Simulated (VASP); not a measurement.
Set up this calculation in VASP 6.6.1, as the native input.

* Task: relaxation of cell and atoms
* Functional: PBE
* Potentials or basis: VASP PAW PBE potentials, release 64 (Si, S)
* Cutoff: 500 eV
* k mesh: 8 × 8 × 8
* Occupations: gaussian, width 0.02 eV
* Spin: no spin polarisation
* Target pressure: 40 GPa
* Dipole correction: no
* Further INCAR settings: ALGO = Normal; EDIFF = 1e-07; IBRION = 2; EDIFFG = -0.008; NSW = 70; ISIF = 3

The structure of SiS2 lies in POSCAR:

```
SiS2
1.0
   -2.4688411530      3.5915949232      2.5656300608
    2.4688411530     -3.5915949232      2.5656300608
    2.4688411530      3.5915949232     -2.5656300608
Si S
2 4
Direct
    0.7500000000      0.7500000000      0.0000000000
    0.2500000000      0.2500000000      0.0000000000
    0.8635819335      0.7466408188      0.6102227524
    0.1364180665      0.2533591812      0.3897772476
    0.6364180665      0.2466408188      0.8830588853
    0.3635819335      0.7533591812      0.1169411147
```

The input as run:

INCAR

```
SYSTEM = SiS2
PREC     = Accurate       ! precision mode
ENCUT    = 500            ! plane-wave cutoff, eV
EDIFF    = 1E-7           ! SCF threshold, eV
ISMEAR   = 0              ! smearing method
SIGMA    = 0.02           ! smearing width, eV
LREAL    = .False.        ! projectors in reciprocal space
LASPH    = .True.         ! aspherical terms in the spheres
NELM     = 120            ! most SCF steps
ALGO     = Normal         ! electronic algorithm
ISIF     = 3              ! what is computed and relaxed
LWAVE    = .False.        ! write WAVECAR
LCHARG   = .False.        ! write CHGCAR
GGA      = PE             ! functional
IBRION   = 2              ! ionic algorithm
NSW      = 70             ! ionic steps
EDIFFG   = -0.008         ! ionic threshold
PSTRESS  = 400.0        
GGA_COMPAT= .False.      
NELMIN   = 4
```

KPOINTS

```
regular mesh
0
Gamma
  8 8 8
  0 0 0
```

Potentials or basis: VASP PAW PBE potentials, release 64 (Si, S).

Run with:

```console
$ cat potpaw_PBE.64/Si/POTCAR potpaw_PBE.64/S/POTCAR > POTCAR
$ mpirun -np 1 vasp_std > vasp.out
```

It gave:

```json
{"Relaxed volume": "14.03 Å³/atom", "Relaxed cell": "a = 4.887 Å, b = 4.887 Å, c = 4.887 Å, α = 119.99°, β = 92.56°, γ = 117.10°", "Space group after relaxing (to 0.1 Å)": "Ibam (No. 72)", "Energy change on relaxing (the run minimises the enthalpy)": "+221.9 meV/atom", "Ionic steps": "18", "Pressure after relaxing": "40.0 GPa", "Band gap on the k mesh": "0.10 eV"}
```

Caveat: the cell is relaxed towards a set pressure, so the run minimises the enthalpy, not the energy; semilocal functionals underestimate gaps, and a narrow one can read as zero.

Run time: 23 min on 1 thread of AMD EPYC 9R45 96-Core Processor (Zen 5), on a shared host, peak memory 0.29 GiB.
